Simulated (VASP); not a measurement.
# Ir (Fm-3m) in VASP: a series of runs

Runs on Ir. Level: PBE. Tasks: single point.

All numbers are computed with VASP 6.6.1; they aren't measurements. Logs are shortened: lines on timing, memory, paths and dates and some standing lists are left out, and cuts for length are marked.

### 1 The cell of the first run

Symmetry: Fm-3m, No. 225, cubic system. The conventional cell has a = 3.872 Å, b = 3.872 Å, c = 3.872 Å, α = 90.00°, β = 90.00°, γ = 90.00°. Ir (site symmetry m-3m) has 12 Ir at 2.74 Å within 3.6 Å.

### 2 Single point, PBE

Input file INCAR:

```
  PREC = Accurate
  ENCUT = 500
  EDIFF = 1E-6
  ISMEAR = -1
  SIGMA = 0.1
  LREAL = F
  LASPH = T
  NELM = 120
  ALGO = Normal
  ISIF = 2
  LWAVE = F
  LCHARG = F
  GGA = PE
  NBANDS = 26
  GGA_COMPAT = F
```

Input file KPOINTS:

```
regular mesh
0
Gamma
  2 2 2
```

Input file POSCAR:

```
Ir
1.0
    3.8724759300      0.0000000000      0.0000000000
    0.0000000000      3.8724759300      0.0000000000
    0.0000000000      0.0000000000      3.8724759300
Ir
4
Direct
    0.5000000000      0.5000000000      0.0000000000
    0.0000000000      0.0000000000      0.0000000000
    0.5000000000      0.0000000000      0.5000000000
    0.0000000000      0.5000000000      0.5000000000
```

Potentials or basis: VASP PAW PBE potentials, release 64 (Ir).

The run is started by

```
> cat potpaw_PBE.64/Ir/POTCAR > POTCAR
> mpirun -np 1 vasp_std > vasp.out
```

OUTCAR:

```text
PREC = Accurate
   ENCUT = 500
   EDIFF = 1E-6
   ISMEAR = -1
   LREAL = F
   LASPH = T
   NELM = 120
   ISIF = 2
   GGA = PE

 ion  position               nearest neighbor table
   1  0.500  0.500  0.000-   2 2.74   3 2.74   4 2.74   3 2.74   4 2.74   2 2.74   3 2.74   3 2.74
                             2 2.74   4 2.74   4 2.74   2 2.74
   2  0.000  0.000  0.000-   1 2.74   3 2.74   4 2.74   3 2.74   4 2.74   1 2.74   4 2.74   4 2.74
                             1 2.74   3 2.74   3 2.74   1 2.74
   3  0.500  0.000  0.500-   1 2.74   2 2.74   4 2.74   1 2.74   2 2.74   1 2.74   4 2.74   1 2.74
                             2 2.74   4 2.74   2 2.74   4 2.74
   4  0.000  0.500  0.500-   1 2.74   2 2.74   3 2.74   1 2.74   2 2.74   2 2.74   3 2.74   2 2.74
                             1 2.74   3 2.74   1 2.74   3 2.74

  LATTYP: Found a simple cubic cell.
 ALAT       =     3.8724759300

  Lattice vectors:

 A1 = (   3.8724759300,   0.0000000000,   0.0000000000)
 A2 = (   0.0000000000,   3.8724759300,   0.0000000000)
 A3 = (   0.0000000000,   0.0000000000,   3.8724759300)

Analysis of symmetry for initial positions (statically):
=====================================================================
 Subroutine PRICEL returns following result:

  LATTYP: Found a face centered cubic cell.
 ALAT       =     3.8724759300

  Lattice vectors:

 A1 = (   1.9362379650,  -1.9362379650,   0.0000000000)
 A2 = (   1.9362379650,   0.0000000000,   1.9362379650)
 A3 = (   0.0000000000,  -1.9362379650,   1.9362379650)

   4 primitive cells build up your supercell.

 Routine SETGRP: Setting up the symmetry group for a
 simple cubic supercell.

 Subroutine GETGRP returns: Found 48 space group operations
 (whereof 48 operations were pure point group operations)
 out of a pool of 48 trial point group operations.

The static configuration has the point symmetry O_h .

Analysis of symmetry for dynamics (positions and initial velocities):
=====================================================================
 Subroutine PRICEL returns following result:

  LATTYP: Found a face centered cubic cell.
 ALAT       =     3.8724759300

  Lattice vectors:

 A1 = (   1.9362379650,  -1.9362379650,   0.0000000000)
 A2 = (   1.9362379650,   0.0000000000,   1.9362379650)
 A3 = (   0.0000000000,  -1.9362379650,   1.9362379650)

   4 primitive cells build up your supercell.

 Routine SETGRP: Setting up the symmetry group for a
 simple cubic supercell.

 Subroutine GETGRP returns: Found 48 space group operations
 (whereof 48 operations were pure point group operations)
 out of a pool of 48 trial point group operations.

The dynamic configuration has the point symmetry O_h .

 Subroutine INISYM returns: Found 48 space group operations
 (whereof 48 operations are pure point group operations),
 and found     4 'primitive' translations

----------------------------------------------------------------------------------------

                                     Primitive cell

  volume of cell :      14.5180

  direct lattice vectors                    reciprocal lattice vectors
     1.936237965 -1.936237965  0.000000000     0.258232722 -0.258232722 -0.258232722
     1.936237965  0.000000000  1.936237965     0.258232722  0.258232722  0.258232722
     0.000000000 -1.936237965  1.936237965    -0.258232722 -0.258232722  0.258232722

  length of vectors
     2.738253990  2.738253990  2.738253990     0.447272195  0.447272195  0.447272195

  position of ions in fractional coordinates (direct lattice)
     0.000000000  1.000000000  0.000000000

  ion indices of the primitive-cell ions
   primitive index   ion index
                 1           1

----------------------------------------------------------------------------------------

 KPOINTS: regular mesh

Automatic generation of k-mesh.
 Grid dimensions read from file:
 generate k-points for:    2    2    2

 Generating k-lattice:

  Cartesian coordinates                     Fractional coordinates (reciprocal lattice)
     0.129116361  0.000000000  0.000000000     0.500000000  0.000000000  0.000000000
     0.000000000  0.129116361  0.000000000     0.000000000  0.500000000  0.000000000
     0.000000000  0.000000000  0.129116361     0.000000000  0.000000000  0.500000000

  Length of vectors
     0.129116361  0.129116361  0.129116361

  Shift w.r.t. Gamma in fractional coordinates (k-lattice)
     0.000000000  0.000000000  0.000000000

 Subroutine IBZKPT returns following result:
 ===========================================

 Found      4 irreducible k-points:

 Following reciprocal coordinates:
            Coordinates               Weight
  0.000000  0.000000  0.000000      1.000000
  0.500000  0.000000  0.000000      3.000000
  0.500000  0.500000  0.000000      3.000000
  0.500000  0.500000  0.500000      1.000000
   k-points           NKPTS =      4   k-points in BZ     NKDIM =      4   number of bands    NBANDS=     26
   number of dos      NEDOS =    301   number of ions     NIONS =      4
   total plane-waves  NPLWV =  21952
   dimension x,y,z NGX =    28 NGY =   28 NGZ =   28
   dimension x,y,z NGXF=    56 NGYF=   56 NGZF=   56
   ions per type =               4
   NGX,Y,Z   is equivalent  to a cutoff of  12.02, 12.02, 12.02 a.u.
   NGXF,Y,Z  is equivalent  to a cutoff of  24.04, 24.04, 24.04 a.u.
 SYSTEM =  unknown system
   PREC   = accura    normal or accurate (medium, high low for compatibility)
   ISTART =      0    job   : 0-new  1-cont  2-samecut
   ICHARG =      2    charge: 1-file 2-atom 10-const
   ISPIN  =      1    spin polarized calculation?
   LNONCOLLINEAR =      F non collinear calculations
   LSORBIT =      F    spin-orbit coupling
   LASPH  =      T    aspherical Exc in radial PAW
   ENCUT  =  500.0 eV  36.75 Ry    6.06 a.u.   7.06  7.06  7.06*2*pi/ulx,y,z
   NELM   =    120;   NELMIN=  2; NELMDL= -5     # of ELM steps
   EDIFF  = 0.1E-05   stopping-criterion for ELM
   LREAL  =      F    real-space projection
   EDIFFG = 0.1E-04   stopping-criterion for IOM
   NSW    =      0    number of steps for IOM
   IBRION =     -1    ionic relax: 0-MD 1-quasi-New 2-CG
   NFREE  =      0    steps in history (QN), initial steepest desc. (CG)
   ISIF   =      2    stress and relaxation
   ISYM   =      2    0-nonsym 1-usesym 2-fastsym
   POTIM  = 0.5000    time-step for ionic-motion
   TEBEG  =    0.0;   TEEND  =   0.0 temperature during run
   PSTRESS=    0.0 pullay stress
   NELECT =      36.0000    total number of electrons
   NUPDOWN=      -1.0000    fix difference up-down
   EMIN   =  10.00;   EMAX   =-10.00  energy-range for DOS
   EFERMI =   0.00;   METHOD = LEGACY
   ISMEAR =    -1;   SIGMA  =   0.10  broadening in eV -4-tet -1-fermi 0-gaus
   EFERMI_NEDOS =   21; number of points for ismear=-14 and -15
   IALGO  =     38    algorithm
   IMIX   =      4    mixing-type and parameters
     AMIX     =   0.40;   BMIX     =  1.00
     AMIX_MAG =   1.60;   BMIX_MAG =  1.00
  volume/ion in A,a.u.               =      14.52        97.97
  Fermi-wavevector in a.u.,A,eV,Ry     =   1.395898  2.637864 26.511367  1.948531
  Thomas-Fermi vector in A             =   2.519305
   LORBIT       =      0    0 simple, 1 ext, 2 COOP (PROOUT), +10 PAW based schemes
   GGA     = PE    functional components
   LHFCALC =     F    Hartree Fock is set to
   AEXX    =    0.0000 exact exchange contribution
   IVDW    =     0    specifies the selected vdW correction
   LEPSILON=     F    determine dielectric tensor
   LRPA    =     F    only Hartree local field effects (RPA)
 non-spin polarized calculation
  energy-cutoff  :      500.00
  volume of cell :       58.07
 maximum number of plane-waves:      1492
   NGX = 15   NGY = 15   NGZ = 15

 number of electron      36.0000005 magnetization

 Free energy of the ion-electron system (eV)
  ---------------------------------------------------
  ext. energy  EPLUGINS =         0.00000000
  ---------------------------------------------------
  free energy    TOTEN  =       -36.59833594 eV

  energy without entropy =      -36.48032421  energy(sigma->0) =      -36.53933007

 E-fermi :   9.5635     XC(G=0): -13.8533

 val. band max:        9.2647639348   @ k =   0.5000   0.5000   0.5000
 cond. band min:       9.6187092572   @ k =   0.5000   0.0000   0.0000
 fundamental gap:      0.3539453224
 Fermi energy:         9.5635330164

 k-point     1 :       0.0000    0.0000    0.0000
  band No.  band energies     occupation
      1      -0.8835      2.00000
      2       2.2976      2.00000
      3       2.2976      2.00000
      4       2.2976      2.00000
      5       2.8489      2.00000
      6       2.8489      2.00000
[... 18 lines left out ...]
     25      20.0574      0.00000
     26      20.0574      0.00000

 k-point     2 :       0.5000    0.0000    0.0000
  band No.  band energies     occupation
      1       2.0236      2.00000
      2       2.0236      2.00000
      3       3.8896      2.00000
      4       3.8896      2.00000
      5       4.2730      2.00000
      6       4.2730      2.00000
[... 18 lines left out ...]
     25      18.8091      0.00000
     26      18.8091      0.00000

 k-point     3 :       0.5000    0.5000    0.0000
  band No.  band energies     occupation
      1       3.7796      2.00000
      2       3.7796      2.00000
      3       3.7796      2.00000
      4       3.7796      2.00000
      5       5.1241      2.00000
      6       5.1241      2.00000
[... 18 lines left out ...]
     25      21.3579      0.00000
     26      21.3579      0.00000

 k-point     4 :       0.5000    0.5000    0.5000
  band No.  band energies     occupation
      1       2.0973      2.00000
      2       2.0973      2.00000
      3       2.0973      2.00000
      4       2.0973      2.00000
      5       6.0526      2.00000
      6       6.0526      2.00000
[... 18 lines left out ...]
     25      16.8958      0.00000
     26      16.8958      0.00000

------------------------ aborting loop because EDIFF is reached ----------------------------------------

  FORCE on cell =-STRESS in cart. coord.  units (eV):
  Direction    XX          YY          ZZ          XY          YZ          ZX
  --------------------------------------------------------------------------------------
  -------------------------------------------------------------------------------------
  Total       -3.2392871     -3.2392871     -3.2392871     -0.0000000     -0.0000000      0.0000000
  in kB      -89.3704291    -89.3704291    -89.3704291     -0.0000000     -0.0000000      0.0000000
  external PRESSURE =     -89.3704291 kB  Pullay stress =       0.0000000 kB

 VOLUME and BASIS-vectors are now :
 -----------------------------------------------------------------------------
  energy-cutoff  :      500.00
  volume of cell :       58.07
      direct lattice vectors                 reciprocal lattice vectors
     3.872475930  0.000000000  0.000000000     0.258232722  0.000000000  0.000000000
     0.000000000  3.872475930  0.000000000     0.000000000  0.258232722  0.000000000
     0.000000000  0.000000000  3.872475930     0.000000000  0.000000000  0.258232722

 POSITION                                       TOTAL-FORCE (eV/Angst)
 -----------------------------------------------------------------------------------
      1.93624      1.93624      0.00000        -0.000000     -0.000000      0.000000
      0.00000      0.00000      0.00000         0.000000     -0.000000     -0.000000
      1.93624      0.00000      1.93624        -0.000000      0.000000     -0.000000
      0.00000      1.93624      1.93624        -0.000000     -0.000000      0.000000
 -----------------------------------------------------------------------------------
    total drift:                                0.000000      0.000000      0.000000

  FREE ENERGIE OF THE ION-ELECTRON SYSTEM (eV)
  ---------------------------------------------------
  free  energy   TOTEN  =       -36.5983359368 eV

  energy  without entropy=      -36.4803242076  energy(sigma->0) =      -36.53933007
```

It took 13 s on 1 thread of AMD EPYC 9R45, shared host; peak memory 0.12 GiB.

What came out:

* Free energy: -36.5983 eV
* Pressure: -8.9 GPa
* Band gap on the k mesh: zero (band 18 reaches 11.26 eV, above the bottom of band 19 at 8.56 eV)

Levels at points of the mesh, in eV from the Fermi level:
```
           k point  band 14  band 15  band 16  band 17  band 18  band 19  band 20  band 21
(0.00, 0.00, 0.00)     1.10     1.10     1.70     1.70     1.70     1.70     1.70     1.70
(0.50, 0.00, 0.00)    -1.49    -1.49    -1.49    -1.40    -1.40     0.06     0.06     1.70
(0.50, 0.50, 0.00)    -2.02    -2.02    -2.02    -1.00    -1.00    -1.00    -1.00     3.06
(0.50, 0.50, 0.50)    -0.30    -0.30    -0.30     1.14     1.14     1.14     1.14     1.14
```

Caveat: the k points lie up to 0.81 Å⁻¹ apart; spin-orbit coupling is left out, which moves the levels of the heavy elements.

### 3 Single point, PBE

Input file INCAR:

```
SYSTEM = Ir
PREC = Accurate
ENCUT = 500
EDIFF = 1E-6
ISMEAR = -1
SIGMA = 0.1
LREAL = .False.
LASPH = .True.
NELM = 120
ALGO = Normal
ISIF = 2
LWAVE = .False.
LCHARG = .True.
GGA = PE
LELF = .True.
LVHAR = .True.
NBANDS = 26
GGA_COMPAT = .False.
```

Input file KPOINTS:

```
regular mesh
0
Gamma
  2 2 2
  0 0 0
```

POSCAR is that of step 2.

Potentials or basis: VASP PAW PBE potentials, release 64 (Ir).

The run is started by

```
> cat potpaw_PBE.64/Ir/POTCAR > POTCAR
> mpirun -np 1 vasp_std > vasp.out
```

Run time: 14 s. Hardware: 1 thread of AMD EPYC 9R45, shared host; peak memory 0.12 GiB.

It converged, with:

* Free energy: -36.5983 eV
* Pressure: -8.9 GPa
* Band gap on the k mesh: zero (band 18 reaches 11.26 eV, above the bottom of band 19 at 8.56 eV)

Levels at points of the mesh, in eV from the Fermi level:
```
           k point  band 13  band 14  band 15  band 16  band 17  band 18  band 19  band 20  band 21  band 22
(0.00, 0.00, 0.00)     1.10     1.10     1.10     1.70     1.70     1.70     1.70     1.70     1.70     2.10
(0.50, 0.00, 0.00)    -1.49    -1.49    -1.49    -1.49    -1.40    -1.40     0.06     0.06     1.70     1.70
(0.50, 0.50, 0.00)    -2.02    -2.02    -2.02    -2.02    -1.00    -1.00    -1.00    -1.00     3.06     3.06
(0.50, 0.50, 0.50)    -0.30    -0.30    -0.30    -0.30     1.14     1.14     1.14     1.14     1.14     1.14
```

Caveat: the k points lie up to 0.81 Å⁻¹ apart; spin-orbit coupling is left out, which moves the levels of the heavy elements.
